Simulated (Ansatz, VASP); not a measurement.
Two plane-wave programs on InSb

File INCAR:

```
PREC = Accurate
ENCUT = 520
EDIFF = 1E-7
ISMEAR = 0
SIGMA = 0.15
LREAL = F
LASPH = T
NELM = 60
ALGO = Normal
ISIF = 2
LWAVE = F
LCHARG = T
GGA = PS
LELF = T
LVHAR = T
NBANDS = 16
```

The input KPOINTS:

```
Automatic mesh
0
Gamma
  14 14 14
```

The input POSCAR:

```
InSb
1.0
    0.0000000000      3.0970488738      3.0970488738
    3.0970488738      0.0000000000      3.0970488738
    3.0970488738      3.0970488738      0.0000000000
In Sb
1 1
Direct
    0.0000000000      0.0000000000      0.0000000000
    0.5000000000      0.5000000000      0.5000000000
```

Input for Ansatz:

```yaml
crystal:
  lattice:
    - [0.0, 3.0970488738, 3.0970488738]
    - [3.0970488738, 0.0, 3.0970488738]
    - [3.0970488738, 3.0970488738, 0.0]
  atoms:
    - { symbol: In, position: [0.0, 0.0, 0.0] }
    - { symbol: Sb, position: [0.5, 0.5, 0.5] }
basis:
  ecutwfc: 420
kpoints:
  mp_grid: { grid: [14, 14, 14] }
hamiltonian:
  xc: pbesol
  pseudopotentials: { kind: paw, azcp: { folder: soft_1 } }
scf:
  occupations: { method: gaussian, width: 0.15 }
output:
  forces: true
  stress: true
  eigenvalues: true
  write_density: true
  write_potential: true
  elf: true
  volumetric_format: npy
```

Alike in both runs: task single point; functional PBEsol; k mesh 14 × 14 × 14; occupations gaussian, width 0.15 eV; no spin polarisation.

|  | VASP | Ansatz |
| --- | --- | --- |
| version | VASP 6.6.1 | Ansatz 0.2.0 |
| potentials or method | VASP PAW PBE potentials, release 64 (In_d, Sb), cutoff 520 eV | scalar-relativistic, plane waves, PAW |
| valence electrons in the cell | 18 | 28 |

```csv
,VASP,Ansatz,Ansatz less VASP
gap on the k mesh at the Fermi level (eV),none,none,-
pressure (GPa),-3.6,-3.6,0.00
```

VASP's potentials were made for PBE, not for PBEsol, and Ansatz warns of the same on its side. A gap of «none» marks a metal or a gap that the smearing closes. VASP's potentials hold 18 valence electrons a cell and Ansatz's 28, so a difference there can come from the potentials and not from the codes.

Spin-orbit coupling is off throughout.
